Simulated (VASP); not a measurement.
# HoF2 in VASP: relaxation of cell and atoms with PBE

Aim: the relaxation of cell and atoms of HoF2 with PBE.

Everything below comes from runs of VASP 6.6.1. Logs are shortened: lines on timing, memory, paths and dates and some standing lists are left out, and cuts for length are marked.

**1. The cell of the first run**

The typed cell holds 6 atoms: a = 4.074 Å, b = 4.074 Å, c = 5.134 Å, α = 90.00°, β = 90.00°, γ = 90.00°.

The cell was generated, and may not be a known phase.

**2. Relaxation of cell and atoms, PBE**

INCAR

```
  PREC = Accurate
  ENCUT = 600
  EDIFF = 1E-7
  ISMEAR = 0
  SIGMA = 0.1
  LREAL = F
  LASPH = T
  NELM = 200
  ALGO = Normal
  ISIF = 3
  LWAVE = F
  LCHARG = F
  GGA = PE
  IBRION = 2
  NSW = 100
  EDIFFG = -0.01
  GGA_COMPAT = F
  NELMIN = 4
  LMAXMIX = 6
```

KPOINTS

```
Automatic mesh
0
Gamma
  10 10 8
```

POSCAR

```
HoF2
1.0
    4.0739205961      0.0000000000      0.0000000000
    0.0000000000      4.0739205961      0.0000000000
    0.0000000000      0.0000000000      5.1341047580
Ho F
2 4
Direct
    0.0000000000      0.0000000000      0.0000000000
    0.5000000000      0.5000000000      0.5000000000
    0.0000000000      0.5000000000      0.2499459273
    0.0000000000      0.5000000000      0.7499459273
    0.5000000000      0.0000000000      0.2500540727
    0.5000000000      0.0000000000      0.7500540727
```

Potentials or basis: VASP PAW PBE potentials, release 64 (Ho_3, F), 4f in core.

Command:

```sh
$ cat potpaw_PBE.64/Ho_3/POTCAR potpaw_PBE.64/F/POTCAR > POTCAR
$ mpirun -np 1 vasp_std > vasp.out
```

OUTCAR:

```text
PREC = Accurate
   ENCUT = 600
   EDIFF = 1E-7
   ISMEAR = 0
   LREAL = F
   LASPH = T
   NELM = 200
   ISIF = 3
   GGA = PE
   IBRION = 2
   NSW = 100
   EDIFFG = -0.01
   NELMIN = 4

 ion  position               nearest neighbor table
   1  0.000  0.000  0.000-   3 2.41   6 2.41   3 2.41   6 2.41   5 2.41   4 2.41   5 2.41   4 2.41

   2  0.500  0.500  0.500-   4 2.41   5 2.41   5 2.41   4 2.41   3 2.41   6 2.41   3 2.41   6 2.41

   3  0.000  0.500  0.250-   1 2.41   1 2.41   2 2.41   2 2.41
   4  0.000  0.500  0.750-   2 2.41   2 2.41   1 2.41   1 2.41
   5  0.500  0.000  0.250-   2 2.41   2 2.41   1 2.41   1 2.41
   6  0.500  0.000  0.750-   1 2.41   1 2.41   2 2.41   2 2.41

  LATTYP: Found a simple tetragonal cell.
 ALAT       =     4.0739205961
 C/A-ratio  =     1.2602368252

  Lattice vectors:

 A1 = (   4.0739205961,   0.0000000000,   0.0000000000)
 A2 = (   0.0000000000,   4.0739205961,   0.0000000000)
 A3 = (   0.0000000000,   0.0000000000,   5.1341047580)

Analysis of symmetry for initial positions (statically):
=====================================================================
 Subroutine PRICEL returns:
 Original cell was already a primitive cell.

 Routine SETGRP: Setting up the symmetry group for a
 simple tetragonal supercell.

 Subroutine GETGRP returns: Found 16 space group operations
 (whereof  8 operations were pure point group operations)
 out of a pool of 16 trial point group operations.

The static configuration has the point symmetry D_2d.
 The point group associated with its full space group is D_4h.

Analysis of symmetry for dynamics (positions and initial velocities):
=====================================================================
 Subroutine PRICEL returns:
 Original cell was already a primitive cell.

 Routine SETGRP: Setting up the symmetry group for a
 simple tetragonal supercell.

 Subroutine GETGRP returns: Found 16 space group operations
 (whereof  8 operations were pure point group operations)
 out of a pool of 16 trial point group operations.

The dynamic configuration has the point symmetry D_2d.
 The point group associated with its full space group is D_4h.
[... 168 lines left out ...]

 VOLUME and BASIS-vectors are now :
 -----------------------------------------------------------------------------
  energy-cutoff  :      600.00
  volume of cell :       85.21
      direct lattice vectors                 reciprocal lattice vectors
     4.073920596  0.000000000  0.000000000     0.245463793  0.000000000  0.000000000
     0.000000000  4.073920596  0.000000000     0.000000000  0.245463793  0.000000000
     0.000000000  0.000000000  5.134104758     0.000000000  0.000000000  0.194775924

 POSITION                                       TOTAL-FORCE (eV/Angst)
 -----------------------------------------------------------------------------------
      0.00000      0.00000      0.00000        -0.000000      0.000000      0.000000
      2.03696      2.03696      2.56705         0.000000     -0.000000      0.000000
      0.00000      2.03696      1.28325         0.000000      0.000000      0.000530
      0.00000      2.03696      3.85030         0.000000      0.000000      0.000530
      2.03696      0.00000      1.28380         0.000000      0.000000     -0.000530
      2.03696      0.00000      3.85086        -0.000000      0.000000     -0.000530
 -----------------------------------------------------------------------------------
    total drift:                                0.000000      0.000000      0.000000

  FREE ENERGIE OF THE ION-ELECTRON SYSTEM (eV)
  ---------------------------------------------------
  free  energy   TOTEN  =       -35.7860090627 eV

  energy  without entropy=      -35.7692993247  energy(sigma->0) =      -35.77765419

--------------------------------------- Ionic step        2  -------------------------------------------

 number of electron      45.9999971 magnetization

 Free energy of the ion-electron system (eV)
  ---------------------------------------------------
  ext. energy  EPLUGINS =         0.00000000
  ---------------------------------------------------
  free energy    TOTEN  =       -35.78603818 eV

  energy without entropy =      -35.76926854  energy(sigma->0) =      -35.77765336

 E-fermi :   6.0335     XC(G=0): -10.5338

 val. band max:        5.9922763455   @ k =   0.2000   0.2000   0.2500
 cond. band min:       6.0386760304   @ k =   0.2000   0.0000   0.2500
 fundamental gap:      0.0463996848
 Fermi energy:         6.0334630613

 k-point     1 :       0.0000    0.0000    0.0000
  band No.  band energies     occupation
      1     -22.3101      2.00000
      2     -21.6573      2.00000
      3     -21.3177      2.00000
      4     -20.8428      2.00000
      5     -20.6067      2.00000
      6     -20.6067      2.00000
[... 709 lines left out ...]
     26       7.6977      0.00000
     27       8.0012      0.00000

 [... further k-points ...]

------------------------ aborting loop because EDIFF is reached ----------------------------------------

  FORCE on cell =-STRESS in cart. coord.  units (eV):
  Direction    XX          YY          ZZ          XY          YZ          ZX
  --------------------------------------------------------------------------------------
  -------------------------------------------------------------------------------------
  Total       -0.0596329     -0.0596329     -0.0040402      0.0000000     -0.0000000      0.0000000
  in kB       -1.1198840     -1.1198840     -0.0758741      0.0000000     -0.0000000      0.0000000
  external PRESSURE =      -0.7718807 kB  Pullay stress =       0.0000000 kB

 VOLUME and BASIS-vectors are now :
 -----------------------------------------------------------------------------
  energy-cutoff  :      600.00
  volume of cell :       85.31
      direct lattice vectors                 reciprocal lattice vectors
     4.075100776  0.000000000  0.000000000     0.245392704  0.000000000  0.000000000
     0.000000000  4.075100776  0.000000000     0.000000000  0.245392704  0.000000000
     0.000000000 -0.000000000  5.137439959     0.000000000  0.000000000  0.194649477

 POSITION                                       TOTAL-FORCE (eV/Angst)
 -----------------------------------------------------------------------------------
      4.07510      0.00000      0.00000         0.000000     -0.000000      0.000000
      2.03755      2.03755      2.56872        -0.000000      0.000000      0.000000
      0.00000      2.03755      1.28411         0.000000     -0.000000      0.000480
      0.00000      2.03755      3.85283        -0.000000     -0.000000      0.000480
      2.03755     -0.00000      1.28461         0.000000      0.000000     -0.000480
      2.03755     -0.00000      3.85333         0.000000      0.000000     -0.000480
 -----------------------------------------------------------------------------------
    total drift:                                0.000000      0.000000     -0.000000

  FREE ENERGIE OF THE ION-ELECTRON SYSTEM (eV)
  ---------------------------------------------------
  free  energy   TOTEN  =       -35.7860381787 eV

  energy  without entropy=      -35.7692685394  energy(sigma->0) =      -35.77765336

 reached required accuracy - stopping structural energy minimisation
```

OSZICAR:

```text
N       E                     dE             d eps       ncg     rms          rms(c)
DAV:   1     0.785170202726E+03    0.78517E+03   -0.21800E+04  6142   0.193E+03
DAV:   2     0.755729769732E+02   -0.70960E+03   -0.70064E+03  9109   0.740E+02
DAV:   3    -0.332084614595E+02   -0.10878E+03   -0.10573E+03  9342   0.245E+02
DAV:   4    -0.381081580024E+02   -0.48997E+01   -0.47546E+01  9417   0.551E+01
[... 15 lines left out ...]
DAV:   4    -0.357860398671E+02    0.11246E-04   -0.47614E-05  9268   0.801E-02    0.158E-02
DAV:   5    -0.357860389420E+02    0.92519E-06   -0.82541E-06  8380   0.232E-02    0.624E-03
DAV:   6    -0.357860383175E+02    0.62445E-06   -0.83887E-07  7716   0.796E-03    0.161E-03
DAV:   7    -0.357860382137E+02    0.10378E-06   -0.49611E-08  4100   0.352E-03    0.122E-03
DAV:   8    -0.357860381787E+02    0.35020E-07   -0.58713E-08  3988   0.340E-03
   2 F= -.35786038E+02 E0= -.35777653E+02  d E =-.291160E-04
```

CONTCAR:

```text
HoF2
   1.00000000000000
     4.0751007762703617    0.0000000000000000    0.0000000000000000
     0.0000000000000000    4.0751007762703617    0.0000000000000000
     0.0000000000000000   -0.0000000000000000    5.1374399590731414
  Ho              F
     2     4
Direct
     1.0000000000000000    0.0000000000000000    0.0000000000000000
     0.5000000000000000    0.5000000000000000    0.5000000000000000
     0.0000000000000000    0.5000000000000000    0.2499509066248930
     0.0000000000000000    0.5000000000000000    0.7499509066248931
     0.5000000000000000    0.0000000000000000    0.2500490933751070
     0.5000000000000000    0.0000000000000000    0.7500490933751069

  0.00000000E+00  0.00000000E+00  0.00000000E+00
  0.00000000E+00  0.00000000E+00  0.00000000E+00
  0.00000000E+00  0.00000000E+00  0.00000000E+00
  0.00000000E+00  0.00000000E+00  0.00000000E+00
  0.00000000E+00  0.00000000E+00  0.00000000E+00
  0.00000000E+00  0.00000000E+00  0.00000000E+00
```

Run time: 9.4 min. Hardware: 1 thread of AMD EPYC 9R14 (Zen 4), shared host; peak memory 0.36 GiB.

Results:

```
Free energy                           : -35.7860 eV
Relaxed volume                        : 14.22 Å³/atom
Relaxed cell                          : a = 4.075 Å, b = 4.075 Å, c = 5.137 Å, α = 90.00°, β = 90.00°, γ = 90.00°
Space group after relaxing (to 0.1 Å) : I4/mmm (No. 139)
Energy gained by relaxing             : 0.0 meV/atom
Ionic steps                           : 2
Pressure after relaxing               : -0.1 GPa
Band gap on the k mesh                : zero (bands 23 and 24 overlap by 1.84 eV)
```

Stress tensor (GPa, compression positive):
```
-0.11  0.00  0.00
 0.00 -0.11  0.00
 0.00  0.00 -0.01
```

Final structure:
```
Ho F
1.0
     4.07510    0.00000    0.00000
     0.00000    4.07510    0.00000
     0.00000    0.00000    5.13744
Ho F
2 4
Direct
  0.00000 0.00000 0.00000
  0.50000 0.50000 0.50000
  0.00000 0.50000 0.24995
  0.00000 0.50000 0.74995
  0.50000 0.00000 0.25005
  0.50000 0.00000 0.75005
```

Levels at points of the mesh, in eV from the Fermi level:
| k point | band 21 | band 22 | band 23 | band 24 | band 25 | band 26 |
| --- | --- | --- | --- | --- | --- | --- |
| (0.00, 0.00, 0.00) | -7.47 | -7.35 | -1.64 | -0.48 | 0.40 | 1.70 |
| (0.50, 0.00, 0.00) | -7.50 | -7.50 | -0.18 | -0.18 | 1.18 | 1.18 |
| (0.50, 0.50, 0.00) | -7.63 | -7.63 | -0.63 | -0.63 | 1.16 | 1.16 |
| (0.00, 0.00, 0.50) | -8.16 | -8.16 | 0.65 | 0.65 | 1.08 | 1.13 |
| (0.50, 0.00, 0.50) | -8.46 | -8.46 | 1.20 | 1.20 | 1.22 | 1.22 |
| (0.50, 0.50, 0.50) | -8.13 | -8.13 | 0.22 | 0.22 | 1.51 | 1.51 |

Caveat: spin-orbit coupling is left out, which moves the levels of the heavy elements; the 4f electrons are frozen in the core, so they carry no moment and show no levels; the run has no spin polarisation, though such a crystal can be magnetic.

The gap in the log of VASP goes by the Fermi energy; the results here count the filled bands.